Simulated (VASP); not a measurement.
# Zn in VASP: single point with PBE

Aim: the single point of Zn with PBE.

Program: VASP 6.6.1. These are calculated values, not measurements. Logs are shortened: lines on timing, memory, paths and dates and some standing lists are left out, and cuts for length are marked.

## 1. The cell of the first run

The cell holds a slab with vacuum, 5 atoms: a = 2.617 Å, b = 2.619 Å, c = 24.717 Å, α = 90.00°, β = 90.00°, γ = 119.98°.

## 2. Single point, PBE

The input, INCAR:

```
SYSTEM = Zn
PREC = Accurate ; ENCUT = 520
EDIFF = 1E-7 ; ISMEAR = -1
SIGMA = 0.05 ; LREAL = .False.
LASPH = .True. ; NELM = 60
ALGO = Normal ; ISIF = 2
LWAVE = .False. ; LCHARG = .False.
LDIPOL = .True. ; IDIPOL = 3
DIPOL = 0.5 0.5 0.500 ; GGA = PE
NBANDS = 38
```

The input, KPOINTS:

```
Automatic mesh
0
Gamma
  12 12 1
  0 0 0
```

The input, POSCAR:

```
Zn
1.0
    2.6169740200      0.0000000000      0.0000000000
   -1.3084870100      2.2681701736      0.0000000000
    0.0000000000      0.0000000000     24.7167705914
Zn
5
Direct
    0.3393536486      0.6787072973      0.3034376992
    0.0115275509      0.0230551018      0.4011997588
    0.3508811995      0.7017623991      0.5000000000
    0.6902348482      0.3804696963      0.5988002412
    0.3624087504      0.7248175009      0.6965623008
```

Potentials or basis: VASP PAW PBE potentials, release 64 (Zn).

On the command line:

```
$ cat potpaw_PBE.64/Zn/POTCAR > POTCAR
$ mpirun -np 1 vasp_std > vasp.out
```

OUTCAR:

```text
SYSTEM = Zn
   PREC = Accurate
   ENCUT = 520
   EDIFF = 1E-7
   ISMEAR = -1
   LREAL = .False.
   LASPH = .True.
   NELM = 60
   ISIF = 2
   GGA = PE

 ion  position               nearest neighbor table
   1  0.339  0.679  0.303-   2 2.84   2 2.86   2 2.86
   2  0.012  0.023  0.401-   1 2.84   1 2.86   1 2.86   3 2.86   3 2.86   3 2.89
   3  0.351  0.702  0.500-   4 2.86   2 2.86   2 2.86   4 2.86   4 2.89   2 2.89
   4  0.690  0.380  0.599-   5 2.84   5 2.86   5 2.86   3 2.86   3 2.86   3 2.89
   5  0.362  0.725  0.697-   4 2.84   4 2.86   4 2.86

  LATTYP: Found a base centered orthorhombic cell.
 ALAT       =     2.6169740200
 B/A-ratio  =     1.7334296453
 C/A-ratio  =     9.4447902052

  Lattice vectors:

 A1 = (   1.3084870100,  -2.2681701736,   0.0000000000)
 A2 = (   1.3084870100,   2.2681701736,   0.0000000000)
 A3 = (   0.0000000000,   0.0000000000,  24.7167705914)

Analysis of symmetry for initial positions (statically):
=====================================================================
 Subroutine PRICEL returns:
 Original cell was already a primitive cell.

 Routine SETGRP: Setting up the symmetry group for a
 base centered orthorhombic supercell.

 Subroutine GETGRP returns: Found  4 space group operations
 (whereof  2 operations were pure point group operations)
 out of a pool of  8 trial point group operations.

The static configuration has the point symmetry C_1h.
 The point group associated with its full space group is C_2h.

Analysis of symmetry for dynamics (positions and initial velocities):
=====================================================================
 Subroutine PRICEL returns:
 Original cell was already a primitive cell.

 Routine SETGRP: Setting up the symmetry group for a
 base centered orthorhombic supercell.

 Subroutine GETGRP returns: Found  4 space group operations
 (whereof  2 operations were pure point group operations)
 out of a pool of  8 trial point group operations.

The dynamic configuration has the point symmetry C_1h.
 The point group associated with its full space group is C_2h.

 Subroutine INISYM returns: Found  4 space group operations
 (whereof  2 operations are pure point group operations),
 and found     1 'primitive' translations

----------------------------------------------------------------------------------------

                                     Primitive cell

  volume of cell :     146.7124

  direct lattice vectors                    reciprocal lattice vectors
     2.616974020  0.000000000  0.000000000     0.382120721  0.220442013  0.000000000
    -1.308487010  2.268170174  0.000000000     0.000000000  0.440884027  0.000000000
     0.000000000  0.000000000 24.716770591     0.000000000  0.000000000  0.040458360

  length of vectors
     2.616974020  2.618536651 24.716770591     0.441147285  0.440884027  0.040458360

  position of ions in fractional coordinates (direct lattice)
     0.339353649  0.678707297  0.303437699
     0.011527551  0.023055102  0.401199759
     0.350881200  0.701762399  0.500000000
     0.690234848  0.380469696  0.598800241
     0.362408750  0.724817501  0.696562301

  ion indices of the primitive-cell ions
   primitive index   ion index
                 1           1
                 2           2
                 3           3
                 4           4
                 5           5

----------------------------------------------------------------------------------------

 KPOINTS: Automatic mesh

Automatic generation of k-mesh.
 Grid dimensions read from file:
 generate k-points for:   12   12    1

 Generating k-lattice:

  Cartesian coordinates                     Fractional coordinates (reciprocal lattice)
     0.031843393  0.018370168  0.000000000     0.083333333  0.000000000  0.000000000
     0.000000000  0.036740336  0.000000000     0.000000000  0.083333333  0.000000000
     0.000000000  0.000000000  0.040458360     0.000000000  0.000000000  1.000000000

  Length of vectors
     0.036762274  0.036740336  0.040458360

  Shift w.r.t. Gamma in fractional coordinates (k-lattice)
     0.000000000  0.000000000  0.000000000

 Subroutine IBZKPT returns following result:
 ===========================================

 Found     43 irreducible k-points:

 Following reciprocal coordinates:
            Coordinates               Weight
  0.000000  0.000000  0.000000      1.000000
  0.083333  0.000000  0.000000      4.000000
  0.166667  0.000000  0.000000      4.000000
  0.250000  0.000000  0.000000      4.000000
  0.333333  0.000000  0.000000      4.000000
  0.416667 -0.000000  0.000000      4.000000
[... 16 lines left out ...]
  0.333333  0.166667  0.000000      4.000000
  0.416667  0.166667  0.000000      4.000000
 [... further k-points ...]
   k-points           NKPTS =     43   k-points in BZ     NKDIM =     43   number of bands    NBANDS=     38
   number of dos      NEDOS =    301   number of ions     NIONS =      5
   total plane-waves  NPLWV =  76800
   dimension x,y,z NGX =    20 NGY =   20 NGZ =  192
   dimension x,y,z NGXF=    40 NGYF=   40 NGZF=  384
   ions per type =               5
   NGX,Y,Z   is equivalent  to a cutoff of  12.71, 12.70, 12.91 a.u.
   NGXF,Y,Z  is equivalent  to a cutoff of  25.41, 25.40, 25.83 a.u.
 SYSTEM =  Zn
   PREC   = accura    normal or accurate (medium, high low for compatibility)
   ISTART =      0    job   : 0-new  1-cont  2-samecut
   ICHARG =      2    charge: 1-file 2-atom 10-const
   ISPIN  =      1    spin polarized calculation?
   LNONCOLLINEAR =      F non collinear calculations
   LSORBIT =      F    spin-orbit coupling
   LASPH  =      T    aspherical Exc in radial PAW
   ENCUT  =  520.0 eV  38.22 Ry    6.18 a.u.   4.87  4.87 45.96*2*pi/ulx,y,z
   NELM   =     60;   NELMIN=  2; NELMDL= -5     # of ELM steps
   EDIFF  = 0.1E-06   stopping-criterion for ELM
   LREAL  =      F    real-space projection
   EDIFFG = 0.1E-05   stopping-criterion for IOM
   NSW    =      0    number of steps for IOM
   IBRION =     -1    ionic relax: 0-MD 1-quasi-New 2-CG
   NFREE  =      0    steps in history (QN), initial steepest desc. (CG)
   ISIF   =      2    stress and relaxation
   ISYM   =      2    0-nonsym 1-usesym 2-fastsym
   POTIM  = 0.5000    time-step for ionic-motion
   TEBEG  =    0.0;   TEEND  =   0.0 temperature during run
   PSTRESS=    0.0 pullay stress
   NELECT =      60.0000    total number of electrons
   NUPDOWN=      -1.0000    fix difference up-down
   EMIN   =  10.00;   EMAX   =-10.00  energy-range for DOS
   EFERMI =   0.00;   METHOD = LEGACY
   ISMEAR =    -1;   SIGMA  =   0.05  broadening in eV -4-tet -1-fermi 0-gaus
   EFERMI_NEDOS =   21; number of points for ismear=-14 and -15
   IALGO  =     38    algorithm
   IMIX   =      4    mixing-type and parameters
     AMIX     =   0.40;   BMIX     =  1.00
     AMIX_MAG =   1.60;   BMIX_MAG =  1.00
  volume/ion in A,a.u.               =      29.34       198.01
  Fermi-wavevector in a.u.,A,eV,Ry     =   1.215168  2.296335 20.090815  1.476633
  Thomas-Fermi vector in A             =   2.350564
   LORBIT       =      0    0 simple, 1 ext, 2 COOP (PROOUT), +10 PAW based schemes
   GGA     = PE    functional components
   LHFCALC =     F    Hartree Fock is set to
   AEXX    =    0.0000 exact exchange contribution
   IVDW    =     0    specifies the selected vdW correction
   LEPSILON=     F    determine dielectric tensor
   LRPA    =     F    only Hartree local field effects (RPA)
 non-spin polarized calculation
  energy-cutoff  :      520.00
  volume of cell :      146.71
 maximum number of plane-waves:      4011
   NGX =  9   NGY =  9   NGZ = 91

 number of electron      60.0000004 magnetization

 dipolmoment           0.000000      0.000000     -0.000000 electrons x Angstroem

 Free energy of the ion-electron system (eV)
  ---------------------------------------------------
  ext. energy  EPLUGINS =         0.00000000
  ---------------------------------------------------
  free energy    TOTEN  =        -5.27619674 eV

  energy without entropy =       -5.26343231  energy(sigma->0) =       -5.26981452

 E-fermi :  -0.1701     XC(G=0):  -6.4993

 val. band max:       -0.1790918253   @ k =  -0.3333   0.1667   0.0000
 cond. band min:      -0.1549448270   @ k =   0.0000   0.5000   0.0000
 fundamental gap:      0.0241469983
 Fermi energy:        -0.1700698417

 k-point     1 :       0.0000    0.0000    0.0000
  band No.  band energies     occupation
      1     -11.0156      2.00000
      2     -10.3980      2.00000
      3      -9.6114      2.00000
      4      -9.1989      2.00000
      5      -9.1948      2.00000
      6      -8.4722      2.00000
[... 30 lines left out ...]
     37       6.3090      0.00000
     38       6.3662      0.00000

 k-point     2 :       0.0833    0.0000    0.0000
  band No.  band energies     occupation
      1     -10.8039      2.00000
      2     -10.1940      2.00000
      3      -9.4425      2.00000
      4      -9.0871      2.00000
      5      -9.0766      2.00000
      6      -8.4524      2.00000
[... 30 lines left out ...]
     37       6.5087      0.00000
     38       6.5686      0.00000

 k-point     3 :       0.1667    0.0000    0.0000
  band No.  band energies     occupation
      1     -10.1950      2.00000
      2      -9.6287      2.00000
      3      -9.0437      2.00000
      4      -8.8172      2.00000
      5      -8.7990      2.00000
      6      -8.4320      2.00000
[... 30 lines left out ...]
     37       7.1015      0.00000
[... 781 lines left out ...]
 k-point    23 :       0.3333    0.1667    0.0000
  band No.  band energies     occupation
      1      -8.8011      2.00000
      2      -8.7686      2.00000
      3      -8.7302      2.00000
      4      -8.7084      2.00000
      5      -8.5968      2.00000
      6      -8.4649      2.00000
[... 30 lines left out ...]
     37       5.6124      0.00000
     38       5.8039      0.00000

 k-point    24 :       0.4167    0.1667    0.0000
  band No.  band energies     occupation
      1      -8.8355      2.00000
      2      -8.7931      2.00000
      3      -8.7526      2.00000
      4      -8.7489      2.00000
      5      -8.6031      2.00000
      6      -8.4764      2.00000
[... 30 lines left out ...]
     37       5.3884      0.00000
     38       5.9698      0.00000

 [... further k-points ...]

------------------------ aborting loop because EDIFF is reached ----------------------------------------

 vacuum level on the upper side and lower side of the slab       (xc-potential included)        -0.129        -0.129

  FORCE on cell =-STRESS in cart. coord.  units (eV):
  Direction    XX          YY          ZZ          XY          YZ          ZX
  --------------------------------------------------------------------------------------
  -------------------------------------------------------------------------------------
  Total        0.7340486      0.7794966      1.6853408      0.0000000     -0.1008679      0.0000000
  in kB        8.0162019      8.5125178     18.4048188      0.0000000     -1.1015315      0.0000000
  external PRESSURE =      11.6445128 kB  Pullay stress =       0.0000000 kB

 VOLUME and BASIS-vectors are now :
 -----------------------------------------------------------------------------
  energy-cutoff  :      520.00
  volume of cell :      146.71
      direct lattice vectors                 reciprocal lattice vectors
     2.616974020  0.000000000  0.000000000     0.382120721  0.220442013  0.000000000
    -1.308487010  2.268170174  0.000000000     0.000000000  0.440884027  0.000000000
     0.000000000  0.000000000 24.716770591     0.000000000  0.000000000  0.040458360

 POSITION                                       TOTAL-FORCE (eV/Angst)
 -----------------------------------------------------------------------------------
     -0.00000      1.53942      7.50000         0.000000      0.012543     -0.191868
      0.00000      0.05229      9.91636         0.000000     -0.003931      0.037613
     -0.00000      1.59172     12.35839         0.000000     -0.000000     -0.000000
      1.30849      0.86297     14.80041        -0.000000      0.003931     -0.037613
     -0.00000      1.64401     17.21677        -0.000000     -0.012543      0.191868
 -----------------------------------------------------------------------------------
    total drift:                               -0.000001     -0.000044     -0.000065

  FREE ENERGIE OF THE ION-ELECTRON SYSTEM (eV)
  ---------------------------------------------------
  free  energy   TOTEN  =        -5.2761967415 eV

  energy  without entropy=       -5.2634323053  energy(sigma->0) =       -5.26981452

 vacuum level on the upper side and lower side of the slab         3.647         3.647
```

Run time: 7.5 min. Hardware: 1 thread of Intel Xeon Platinum 8259CL at 2.50GHz (Skylake/Cascade Lake), shared host; peak memory 0.36 GiB.

What came out:

```
Free energy            : -5.2762 eV
Largest force          : 0.192 eV/Å
Band gap on the k mesh : zero (bands 30 and 31 overlap by 3.84 eV)
```

Forces on the atoms (eV/Å):
```
Zn   0.000  0.013 -0.192
Zn   0.000 -0.004  0.038
Zn   0.000  0.000  0.000
Zn   0.000  0.004 -0.038
Zn   0.000 -0.013  0.192
```
